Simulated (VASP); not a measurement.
# Ru (P6_3/mmc) in VASP: settings compared, part 2 of 2

VASP 6.6.1.

**5. Single point, PBE+D4**

This run uses another cell than the first one, of 14.12 Å³/atom, 0.981 times its volume.

INCAR reads:

```
ALGO     = Fast           # electronic algorithm
EDIFF    = 1E-6           # SCF threshold, eV
ENCUT    = 520            # plane-wave cutoff, eV
GGA      = PE             # functional
ISIF     = 2              # what is computed and relaxed
ISMEAR   = -1             # smearing method
IVDW     = 13             # dispersion correction
LASPH    = True           # aspherical terms in the spheres
LCHARG   = False          # write CHGCAR
LREAL    = False          # projectors in reciprocal space
LWAVE    = False          # write WAVECAR
NBANDS   = 21             # bands
NELM     = 80             # most SCF steps
PREC     = Accurate       # precision mode
SIGMA    = 0.05           # smearing width, eV
```

KPOINTS reads:

```
k-points
0
Gamma
  11 11 6
```

POSCAR reads:

```
Ru
1.0
    2.7414067149      0.0000000000      0.0000000000
   -1.3707033574      2.3741278572      0.0000000000
    0.0000000000      0.0000000000      4.3382472512
Ru
2
Direct
    0.6666666667      0.3333333333      0.7500000000
    0.3333333333      0.6666666667      0.2500000000
```

Potentials or basis: VASP PAW PBE potentials, release 64 (Ru_pv).

On the command line:

```
$ cat potpaw_PBE.64/Ru_pv/POTCAR > POTCAR
$ mpirun -np 1 vasp_std > vasp.out
```

Run time: 37 s. Hardware: 1 thread of Intel Xeon Platinum 8259CL at 2.50GHz (Skylake/Cascade Lake), shared host; peak memory 0.15 GiB.

Results (log left out):

| Property | Result |
| --- | --- |
| Free energy | -19.4613 eV |
| Pressure | -12.9 GPa |
| Band gap on the k mesh | zero (band 14 reaches 13.54 eV, above the bottom of band 15 at 10.66 eV) |
| Dispersion energy per atom | -0.506 eV |

Stress tensor (GPa, compression positive):
```
-12.61   0.00   0.00
  0.00 -12.61   0.00
  0.00   0.00 -13.44
```

Levels at points of the mesh, in eV from the Fermi level:
| k point | band 11 | band 12 | band 13 | band 14 | band 15 | band 16 | band 17 | band 18 |
| --- | --- | --- | --- | --- | --- | --- | --- | --- |
| (0.00, 0.00, 0.00) | -2.22 | -1.74 | -1.74 | -1.25 | -1.25 | 1.18 | 1.18 | 1.32 |
| (0.00, 0.00, 0.50) | -2.54 | -2.54 | -2.52 | -2.52 | 0.57 | 0.57 | 0.57 | 0.57 |

Caveat: pairwise dispersion overbinds metals, which lowers pressure and volume.

**6. Single point, PBEsol+D3(BJ)**

This run uses another cell than the first one, of 14.12 Å³/atom, 0.981 times its volume.

INCAR reads:

```
  PREC = Accurate
  ENCUT = 520
  EDIFF = 1E-6
  ISMEAR = -1
  SIGMA = 0.05
  LREAL = F
  LASPH = T
  NELM = 100
  ALGO = Fast
  ISIF = 2
  LWAVE = F
  LCHARG = F
  GGA = PS
  IVDW = 12
  NBANDS = 21
```

KPOINTS reads:

```
regular mesh
0
Gamma
  11 11 6
```

POSCAR is that of step 5.

Potentials or basis: VASP PAW PBE potentials, release 64 (Ru_pv).

On the command line:

```
$ cat potpaw_PBE.64/Ru_pv/POTCAR > POTCAR
$ mpirun -np 1 vasp_std > vasp.out
```

OUTCAR:

```text
PREC = Accurate
   ENCUT = 520
   EDIFF = 1E-6
   ISMEAR = -1
   LREAL = F
   LASPH = T
   NELM = 100
   ISIF = 2
   GGA = PS
   IVDW = 12
 IVDW          = 12

 ion  position               nearest neighbor table
   1  0.667  0.333  0.750-   2 2.69   2 2.69   2 2.69   2 2.69   2 2.69   2 2.69
   2  0.333  0.667  0.250-   1 2.69   1 2.69   1 2.69   1 2.69   1 2.69   1 2.69

  LATTYP: Found a hexagonal cell.
 ALAT       =     2.7414067149
 C/A-ratio  =     1.5824894670

  Lattice vectors:

 A1 = (   2.7414067149,   0.0000000000,   0.0000000000)
 A2 = (  -1.3707033574,   2.3741278572,   0.0000000000)
 A3 = (   0.0000000000,   0.0000000000,   4.3382472512)

Analysis of symmetry for initial positions (statically):
=====================================================================
 Subroutine PRICEL returns:
 Original cell was already a primitive cell.

 Routine SETGRP: Setting up the symmetry group for a
 hexagonal supercell.

 Subroutine GETGRP returns: Found 24 space group operations
 (whereof 12 operations were pure point group operations)
 out of a pool of 24 trial point group operations.

The static configuration has the point symmetry D_3d.
 The point group associated with its full space group is D_6h.

[... 160 lines left out ...]

 E-fermi :  11.9290     XC(G=0): -14.0406

 val. band max:       11.9146239879   @ k =   0.2727   0.0000   0.0000
 cond. band min:      11.9493712142   @ k =   0.2727   0.1818   0.0000
 fundamental gap:      0.0347472263
 Fermi energy:        11.9289886110

 k-point     1 :       0.0000    0.0000    0.0000
  band No.  band energies     occupation
      1     -31.4636      2.00000
      2     -30.6379      2.00000
      3     -30.6379      2.00000
      4     -30.4865      2.00000
      5     -30.4865      2.00000
      6     -30.4531      2.00000
[... 565 lines left out ...]
     20      22.3636      0.00000
     21      23.2675      0.00000

 [... further k-points ...]

------------------------ aborting loop because EDIFF is reached ----------------------------------------

 Edisp (eV)   -1.14246

 E8    (eV) :    -0.7777

  FORCE on cell =-STRESS in cart. coord.  units (eV):
  Direction    XX          YY          ZZ          XY          YZ          ZX
  --------------------------------------------------------------------------------------
  -------------------------------------------------------------------------------------
  Total      -4.18764    -4.18764    -4.40017    -0.00000     0.00000     0.00000
  in kB    -237.62249  -237.62249  -249.68256    -0.00000     0.00000     0.00000
  external pressure =     -241.64 kB  Pullay stress =        0.00 kB

 VOLUME and BASIS-vectors are now :
 -----------------------------------------------------------------------------
  energy-cutoff  :      520.00
  volume of cell :       28.24
      direct lattice vectors                 reciprocal lattice vectors
     2.741406715  0.000000000  0.000000000     0.364776228  0.210603653  0.000000000
    -1.370703357  2.374127857  0.000000000     0.000000000  0.421207306  0.000000000
     0.000000000  0.000000000  4.338247251     0.000000000  0.000000000  0.230507839

 POSITION                                       TOTAL-FORCE (eV/Angst)
 -----------------------------------------------------------------------------------
      1.37070      0.79138      3.25369        -0.000000     -0.000000      0.000000
     -0.00000      1.58275      1.08456         0.000000      0.000000      0.000000
 -----------------------------------------------------------------------------------
    total drift:                                0.000000     -0.000000      0.000000

  FREE ENERGIE OF THE ION-ELECTRON SYSTEM (eV)
  ---------------------------------------------------
  free  energy   TOTEN  =       -21.3892326525 eV

  energy  without entropy=      -21.3715285530  energy(sigma->0) =      -21.38038060
```

OSZICAR:

```text
N       E                     dE             d eps       ncg     rms          rms(c)
DAV:   1     0.286195417629E+03    0.28620E+03   -0.17473E+04  2688   0.147E+03
DAV:   2    -0.159019397504E+02   -0.30210E+03   -0.29299E+03  2783   0.443E+02
DAV:   3    -0.218682077281E+02   -0.59663E+01   -0.59225E+01  3153   0.692E+01
DAV:   4    -0.219135201371E+02   -0.45312E-01   -0.45250E-01  3362   0.578E+00
DAV:   5    -0.219142740407E+02   -0.75390E-03   -0.74883E-03  3067   0.643E-01    0.177E+01
RMM:   6    -0.203423110511E+02    0.15720E+01   -0.35165E+00  2747   0.154E+01    0.395E+00
RMM:   7    -0.202558783664E+02    0.86433E-01   -0.38687E-01  2965   0.448E+00    0.788E-01
RMM:   8    -0.202483910151E+02    0.74874E-02   -0.22255E-02  3043   0.143E+00    0.437E-01
RMM:   9    -0.202467374841E+02    0.16535E-02   -0.29777E-03  3083   0.485E-01    0.606E-02
RMM:  10    -0.202467661466E+02   -0.28663E-04   -0.45618E-04  3165   0.200E-01    0.171E-02
RMM:  11    -0.202467708241E+02   -0.46774E-05   -0.78965E-05  3355   0.589E-02    0.833E-03
RMM:  12    -0.202467715300E+02   -0.70596E-06   -0.10536E-05  3051   0.236E-02    0.796E-03
RMM:  13    -0.202467701876E+02    0.13424E-05   -0.49771E-06  2964   0.188E-02    0.603E-03
RMM:  14    -0.202467704694E+02   -0.28173E-06   -0.13793E-06  2067   0.102E-02
   1 F= -.21389233E+02 E0= -.21380381E+02  d E =-.177041E-01
```

It took 47 s on 1 thread of Intel Xeon Platinum 8259CL at 2.50GHz (Skylake/Cascade Lake), shared host; peak memory 0.16 GiB.

Results:

```yaml
Free_energy: -21.3892 eV
Pressure: -24.2 GPa
Band_gap_on_the_k_mesh: zero (band 14 reaches 13.41 eV, above the bottom of band 15 at 10.51 eV)
Dispersion_energy_per_atom: -0.571 eV
```

Stress tensor (GPa, compression positive):
```
-23.76   0.00   0.00
  0.00 -23.76   0.00
  0.00   0.00 -24.97
```

Levels at points of the mesh, in eV from the Fermi level:
```csv
k point,band 12,band 13,band 14,band 15,band 16,band 17
"(0.00, 0.00, 0.00)",-1.74,-1.74,-1.24,-1.24,1.19,1.19
"(0.00, 0.00, 0.50)",-2.54,-2.54,-2.54,0.58,0.58,0.58
```

Caveat: the PAW data sets were made with another functional, which shifts forces and pressure a little; pairwise dispersion overbinds metals, which lowers pressure and volume.

**7. Summary**

| level | potentials or basis | cell | gap on the mesh (eV) | pressure (GPa) |
| --- | --- | --- | --- | --- |
| r2SCAN+D3(BJ) | VASP PAW PBE potentials, release 64 (Ru_pv) | a = 2.759, b = 2.759, c = 4.366 Å, angles 90.0, 90.0, 120.0°, 2 atoms | none | -20.6 |
| SVWN5 | VASP PAW PBE potentials, release 64 (Ru_pv) | a = 2.724, b = 2.724, c = 4.310 Å, angles 90.0, 90.0, 120.0°, 2 atoms | none | -18.4 |
| LDA | VASP PAW LDA potentials, release 64 (Ru_pv) | a = 2.724, b = 2.724, c = 4.310 Å, angles 90.0, 90.0, 120.0°, 2 atoms | none | -17.3 |
| PBE+D4 | VASP PAW PBE potentials, release 64 (Ru_pv) | a = 2.741, b = 2.741, c = 4.338 Å, angles 90.0, 90.0, 120.0°, 2 atoms | none | -12.9 |
| PBEsol+D3(BJ) | VASP PAW PBE potentials, release 64 (Ru_pv) | a = 2.741, b = 2.741, c = 4.338 Å, angles 90.0, 90.0, 120.0°, 2 atoms | none | -24.2 |

Alike in all rows: task single point; no spin polarisation; k mesh 11 × 11 × 6; cutoff (eV) 520; smearing fermi-dirac 0.05 eV.

Caveats: the PAW data sets were made with another functional, which shifts forces and pressure a little (some runs); pairwise dispersion overbinds metals, which lowers pressure and volume (some runs).

Total energies depend on the potentials used, so only differences within one code and one set of settings carry meaning.
